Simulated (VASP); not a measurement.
# CuO: single point with LDA

The system is CuO.

```
CELL_PARAMETERS angstrom
1.95032 -2.10959 0.00000
1.95032 2.10959 0.00000
0.00000 0.00000 5.05068
ATOMIC_POSITIONS crystal
Cu 0.50000 0.00000 0.00000
Cu 0.00000 0.50000 0.50000
O 0.50000 0.50000 0.25000
O 0.50000 0.50000 0.75000
```

```json
{
 "Program": "VASP 6.6.1",
 "Task": "single point",
 "Functional": "LDA",
 "Potentials or basis": "VASP PAW LDA potentials, release 64 (Cu_sv_GW, O)",
 "Cutoff": "820 eV",
 "k mesh": "9 × 9 × 5",
 "Occupations": "fermi-dirac, width 0.05 eV",
 "Spin": "no spin polarisation",
 "Dipole correction": "no",
 "Further INCAR settings": "ALGO = Normal; EDIFF = 1e-06; NBANDS = 33"
}
```

```
Pressure               : -2.6 GPa
Band gap on the k mesh : zero (bands 25 and 26 overlap by 0.92 eV)
```

Stress tensor (GPa, compression positive):
```
-1.93  0.00  0.00
 0.00 -3.28  0.00
 0.00  0.00 -2.47
```

Levels at points of the mesh, in eV from the Fermi level:
```csv
k point,band 21,band 22,band 23,band 24,band 25,band 26,band 27,band 28,band 29,band 30
"(0.00, 0.00, 0.00)",-2.56,-2.55,-2.48,-2.02,0.63,0.83,1.60,6.09,7.51,13.41
```

Run time: 3.9 min on 1 thread of Intel(R) Xeon(R) Platinum 8375C CPU @ 2.90GHz (Ice Lake) (shared host), peak memory 0.31 GiB.

Caveat: semilocal functionals often make such compounds metallic where correlation or magnetic order opens a gap, which also shifts bond lengths. With open d or f shells a metallic result of LDA can be an artefact of self-interaction; +U or a hybrid may open a gap.
